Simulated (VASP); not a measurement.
A run of VASP 6.6.1 is set up as follows.

INCAR

```
PREC = Accurate ; ENCUT = 520
EDIFF = 1E-6 ; ISMEAR = -1
SIGMA = 0.05 ; LREAL = F
LASPH = T ; NELM = 80
ALGO = Normal ; ISIF = 2
LWAVE = F ; LCHARG = T
GGA = PS ; LELF = T
LVHAR = T ; NBANDS = 16
```

File KPOINTS:

```
Automatic mesh
0
Gamma
  6 6 6
```

POSCAR

```
GaP
1.0
    0.0000000000      2.7252500000      2.7252500000
    2.7252500000      0.0000000000      2.7252500000
    2.7252500000      2.7252500000      0.0000000000
Ga P
1 1
Direct
    0.0000000000      0.0000000000      0.0000000000
    0.7500000000      0.7500000000      0.7500000000
```

Potentials or basis: VASP PAW PBE potentials, release 64 (Ga_d, P).

The run is started by

```console
$ cat potpaw_PBE.64/Ga_d/POTCAR potpaw_PBE.64/P/POTCAR > POTCAR
$ mpirun -np 1 vasp_std > vasp.out
```

(1) What does it give for the band gap on the k mesh?

(2) What does it give for the pressure?

Answers

(1) 1.51 eV, indirect (least direct gap 1.75 eV).

(2) -0.6 GPa.

Caveat: the PAW data sets were made with another functional, which shifts forces and pressure a little.

**The experiment to reproduce.**

From “Stacking defects in GaP nanowires: Electronic structure and optical properties”, 2018, arxiv:1810.01194, for a bulk crystal of GaP at 10 K: band gap 2.34 eV (indirect).

A measured gap of GaP is 2.34 eV (indirect; 10 K; quoted in “Stacking defects in GaP nanowires: Electronic structure and optical properties”, 2018, arxiv:1810.01194); the calculated 1.51 eV misses it by -0.83 eV. Spin-orbit coupling on Ga is left out. The value is that of PBEsol on a finite k mesh, which can miss the band edges, without temperature or zero-point motion. Semilocal functionals fall short of measured gaps as a rule.
